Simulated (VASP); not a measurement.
# Cd (P6_3/mmc) in VASP: notebook, part 2 of 2

VASP 6.6.1. The steps go on from the part before.

### 3 Single point, PBEsol (biaxial strain in the a-b plane: +2.0 %)

Input file INCAR:

```
SYSTEM = Cd
ALGO     = Fast           ! electronic algorithm
EDIFF    = 1E-6           ! SCF threshold, eV
ENCUT    = 520            ! plane-wave cutoff, eV
GGA      = PS             ! functional
ISIF     = 2              ! what is computed and relaxed
ISMEAR   = 0              ! smearing method
LASPH    = .TRUE.         ! aspherical terms in the spheres
LCHARG   = .FALSE.        ! write CHGCAR
LREAL    = .FALSE.        ! projectors in reciprocal space
LWAVE    = .FALSE.        ! write WAVECAR
NBANDS   = 19             ! bands
NELM     = 60             ! most SCF steps
PREC     = Accurate       ! precision mode
SIGMA    = 0.1            ! smearing width, eV
```

Input file KPOINTS:

```
k-points
0
G
  24 24 10
  0 0 0
```

Input file POSCAR:

```
Cd
1.0
    3.0030977353      0.0000000000      0.0000000000
   -1.5015488677      2.6007589288      0.0000000000
    0.0000000000      0.0000000000      5.5429900896
Cd
2
Direct
    0.3333333333      0.6666666667      0.2500000000
    0.6666666667      0.3333333333      0.7500000000
```

Potentials or basis: VASP PAW PBE potentials, release 64 (Cd).

Command:

```sh
cat potpaw_PBE.64/Cd/POTCAR > POTCAR
mpirun -np 1 vasp_std > vasp.out
```

OUTCAR:

```text
SYSTEM = Cd
   EDIFF = 1E-6
   ENCUT = 520
   GGA = PS
   ISIF = 2
   ISMEAR = 0
   LASPH = .TRUE.
   LREAL = .FALSE.
   NELM = 60
   PREC = Accurate

 ion  position               nearest neighbor table
   1  0.333  0.667  0.250-   2 3.27   2 3.27   2 3.27   2 3.27   2 3.27   2 3.27
   2  0.667  0.333  0.750-   1 3.27   1 3.27   1 3.27   1 3.27   1 3.27   1 3.27

  LATTYP: Found a hexagonal cell.
 ALAT       =     3.0030977353
 C/A-ratio  =     1.8457574738

  Lattice vectors:

 A1 = (   3.0030977353,   0.0000000000,   0.0000000000)
 A2 = (  -1.5015488677,   2.6007589288,   0.0000000000)
 A3 = (   0.0000000000,   0.0000000000,   5.5429900896)

Analysis of symmetry for initial positions (statically):
=====================================================================
 Subroutine PRICEL returns:
 Original cell was already a primitive cell.

 Routine SETGRP: Setting up the symmetry group for a
 hexagonal supercell.

 Subroutine GETGRP returns: Found 24 space group operations
 (whereof 12 operations were pure point group operations)
 out of a pool of 24 trial point group operations.

The static configuration has the point symmetry D_3d.
 The point group associated with its full space group is D_6h.

Analysis of symmetry for dynamics (positions and initial velocities):
=====================================================================
 Subroutine PRICEL returns:
 Original cell was already a primitive cell.

 Routine SETGRP: Setting up the symmetry group for a
 hexagonal supercell.

 Subroutine GETGRP returns: Found 24 space group operations
 (whereof 12 operations were pure point group operations)
 out of a pool of 24 trial point group operations.

The dynamic configuration has the point symmetry D_3d.
 The point group associated with its full space group is D_6h.

 Subroutine INISYM returns: Found 24 space group operations
 (whereof 12 operations are pure point group operations),
 and found     1 'primitive' translations

[... 107 lines left out ...]
   EMIN   =  10.00;   EMAX   =-10.00  energy-range for DOS
   EFERMI =   0.00;   METHOD = LEGACY
   ISMEAR =     0;   SIGMA  =   0.10  broadening in eV -4-tet -1-fermi 0-gaus
   EFERMI_NEDOS =   21; number of points for ismear=-14 and -15
   IALGO  =     68    algorithm
   IMIX   =      4    mixing-type and parameters
     AMIX     =   0.40;   BMIX     =  1.00
     AMIX_MAG =   1.60;   BMIX_MAG =  1.00
  volume/ion in A,a.u.               =      21.65       146.08
  Fermi-wavevector in a.u.,A,eV,Ry     =   1.344851  2.541399 24.607810  1.808623
  Thomas-Fermi vector in A             =   2.472811
   LORBIT       =      0    0 simple, 1 ext, 2 COOP (PROOUT), +10 PAW based schemes
   GGA     = PS    functional components
   LHFCALC =     F    Hartree Fock is set to
   AEXX    =    0.0000 exact exchange contribution
   IVDW    =     0    specifies the selected vdW correction
   LEPSILON=     F    determine dielectric tensor
   LRPA    =     F    only Hartree local field effects (RPA)
 non-spin polarized calculation
 RMM-DIIS sequential band-by-band and
 Gauss-broadening in eV      SIGMA  =   0.10
  energy-cutoff  :      520.00
  volume of cell :       43.29
 maximum number of plane-waves:      1192
 NGX is ok and might be reduce to    24
   NGX = 11   NGY = 11   NGZ = 21

 number of electron      23.9999998 magnetization

 Free energy of the ion-electron system (eV)
  ---------------------------------------------------
  ext. energy  EPLUGINS =         0.00000000
  ---------------------------------------------------
  free energy    TOTEN  =        -2.39370165 eV

  energy without entropy =       -2.39145372  energy(sigma->0) =       -2.39257769

 E-fermi :   2.7920     XC(G=0): -11.2000

 val. band max:        2.7903167942   @ k =   0.3333   0.2917   0.0000
 cond. band min:       2.8176010787   @ k =   0.4583   0.0417   0.4000
 fundamental gap:      0.0272842845
 Fermi energy:         2.7919764939

 k-point     1 :       0.0000    0.0000    0.0000
  band No.  band energies     occupation
      1      -7.0235      2.00000
      2      -6.7232      2.00000
      3      -6.3981      2.00000
      4      -6.3981      2.00000
      5      -6.3409      2.00000
      6      -6.3409      2.00000
[... 505 lines left out ...]
      6      -6.0789      2.00000
[... 11 lines left out ...]
     18      15.1580      0.00000
     19      15.6689      0.00000

 [... further k-points ...]
[... 5 lines left out ...]
  --------------------------------------------------------------------------------------
  -------------------------------------------------------------------------------------
  Total       -0.5605562     -0.5605562     -0.1848745      0.0000000      0.0000000      0.0000000
  in kB      -20.7451253    -20.7451253     -6.8418549      0.0000000      0.0000000      0.0000000
  external PRESSURE =     -16.1107019 kB  Pullay stress =       0.0000000 kB

 VOLUME and BASIS-vectors are now :
 -----------------------------------------------------------------------------
  energy-cutoff  :      520.00
  volume of cell :       43.29
      direct lattice vectors                 reciprocal lattice vectors
     3.003097735  0.000000000  0.000000000     0.332989496  0.192251575  0.000000000
    -1.501548868  2.600758929  0.000000000     0.000000000  0.384503150  0.000000000
     0.000000000  0.000000000  5.542990090     0.000000000  0.000000000  0.180408044

 POSITION                                       TOTAL-FORCE (eV/Angst)
 -----------------------------------------------------------------------------------
     -0.00000      1.73384      1.38575         0.000000     -0.000000      0.000000
      1.50155      0.86692      4.15724        -0.000000      0.000000      0.000000
 -----------------------------------------------------------------------------------
    total drift:                                0.000000     -0.000000      0.000000

  FREE ENERGIE OF THE ION-ELECTRON SYSTEM (eV)
  ---------------------------------------------------
  free  energy   TOTEN  =        -2.3937016537 eV

  energy  without entropy=       -2.3914537212  energy(sigma->0) =       -2.39257769
```

stdout:

```text
POSCAR found type information on POSCAR Cd
 POSCAR found :  1 types and       2 ions
 scaLAPACK will be used
 -----------------------------------------------------------------------------
|                                                                             |
|                                                                             |
|     You enforced a specific xc type in the INCAR file but a different       |
|     I HOPE YOU KNOW WHAT YOU ARE DOING!                                     |
|                                                                             |
 -----------------------------------------------------------------------------

 LDA part: xc-table for (Slater+PW92), standard interpolation
 POSCAR, INCAR and KPOINTS ok, starting setup
 FFT: planning ... GRIDC
 FFT: planning ... GRID_SOFT
 FFT: planning ... GRID
 WAVECAR not read
 entering main loop
```

It took 4.1 min on 1 thread of Intel Xeon Platinum 8259CL at 2.50GHz (Skylake/Cascade Lake), shared host; peak memory 0.35 GiB.

What came out:

```
Free energy            : -2.3937 eV
Pressure               : -1.6 GPa
Band gap on the k mesh : zero (band 12 reaches 4.04 eV, above the bottom of band 13 at -0.04 eV)
```

Stress tensor (GPa, compression positive):
```
-2.07  0.00  0.00
 0.00 -2.07  0.00
 0.00  0.00 -0.68
```

Levels at points of the mesh, in eV from the Fermi level:
```
           k point  band 9  band 10  band 11  band 12  band 13  band 14  band 15  band 16
(0.00, 0.00, 0.00)   -8.71    -8.42    -8.42    -3.00    -2.83    11.07    14.22    14.43
(0.50, 0.00, 0.00)   -8.19    -8.16    -2.44    -1.98     2.04     2.99     3.20     5.25
(0.00, 0.00, 0.50)   -8.54    -8.54    -7.37    -7.37     4.01     4.01    14.55    14.55
(0.50, 0.00, 0.50)   -8.17    -8.17    -1.61    -1.61    -0.03    -0.03     8.26     8.26
```

Caveat: the cell differs from its parent crystal (biaxial strain in the a-b plane: +2.0 %); the PAW data sets were made with another functional, which shifts forces and pressure a little.

### 4 Single point, PBEsol (biaxial strain in the a-b plane: +4.0 %)

Input file INCAR:

```
SYSTEM = Cd
PREC     = Accurate       ! precision mode
ENCUT    = 520            ! plane-wave cutoff, eV
EDIFF    = 1E-6           ! SCF threshold, eV
ISMEAR   = 0              ! smearing method
SIGMA    = 0.1            ! smearing width, eV
LREAL    = .FALSE.        ! projectors in reciprocal space
LASPH    = .TRUE.         ! aspherical terms in the spheres
NELM     = 100            ! most SCF steps
ALGO     = Fast           ! electronic algorithm
ISIF     = 2              ! what is computed and relaxed
LWAVE    = .FALSE.        ! write WAVECAR
LCHARG   = .TRUE.         ! write CHGCAR
GGA      = PS             ! functional
LELF     = .TRUE.         ! ELF
LVHAR    = .TRUE.       
NBANDS   = 19             ! bands
```

Input file KPOINTS:

```
Automatic mesh
0
G
  24 24 10
  0 0 0
```

Input file POSCAR:

```
Cd
1.0
    3.0619820046      0.0000000000      0.0000000000
   -1.5309910023      2.6517542019      0.0000000000
    0.0000000000      0.0000000000      5.4756663233
Cd
2
Direct
    0.3333333333      0.6666666667      0.2500000000
    0.6666666667      0.3333333333      0.7500000000
```

Command:

```sh
cat potpaw_PBE.64/Cd/POTCAR > POTCAR
mpirun -np 1 vasp_std > vasp.out
```

Run time: 4.5 min. Hardware: 1 thread of Intel Xeon Platinum 8259CL at 2.50GHz (Skylake/Cascade Lake), shared host; peak memory 0.35 GiB.

It converged, with:

| Quantity | Value |
| --- | --- |
| Free energy | -2.3678 eV |
| Pressure | -3.0 GPa |
| Band gap on the k mesh | zero (band 12 reaches 3.79 eV, above the bottom of band 13 at 0.10 eV) |

Stress tensor (GPa, compression positive):
```
-3.47  0.00  0.00
 0.00 -3.47  0.00
 0.00  0.00 -2.09
```

Levels at points of the mesh, in eV from the Fermi level:
| k point | band 10 | band 11 | band 12 | band 13 | band 14 | band 15 |
| --- | --- | --- | --- | --- | --- | --- |
| (0.00, 0.00, 0.00) | -8.39 | -8.39 | -2.77 | -2.51 | 11.75 | 13.62 |
| (0.50, 0.00, 0.00) | -8.18 | -2.47 | -2.13 | 2.17 | 2.97 | 3.19 |
| (0.00, 0.00, 0.50) | -8.52 | -7.19 | -7.19 | 4.45 | 4.45 | 14.15 |
| (0.50, 0.00, 0.50) | -8.19 | -1.58 | -1.58 | -0.19 | -0.19 | 8.47 |

Caveat: the cell differs from its parent crystal (biaxial strain in the a-b plane: +4.0 %); the PAW data sets were made with another functional, which shifts forces and pressure a little.

### 5 The runs side by side

| cell | gap on the mesh (eV) | pressure (GPa) |
| --- | --- | --- |
| a = 3.062, b = 3.062, c = 5.195 Å, angles 90.0, 90.0, 120.0°, 2 atoms | none | -0.7 |
| a = 3.003, b = 3.003, c = 5.543 Å, angles 90.0, 90.0, 120.0°, 2 atoms | none | -1.6 |
| a = 3.062, b = 3.062, c = 5.476 Å, angles 90.0, 90.0, 120.0°, 2 atoms | none | -3.0 |

Alike in all rows: task single point; level PBEsol; potentials or basis VASP PAW PBE potentials, release 64 (Cd); no spin polarisation; k mesh 24 × 24 × 10; cutoff (eV) 520; smearing gaussian 0.1 eV.

Caveats: the PAW data sets were made with another functional, which shifts forces and pressure a little.

Total energies depend on the potentials used, so only differences within one code and one set of settings carry meaning.
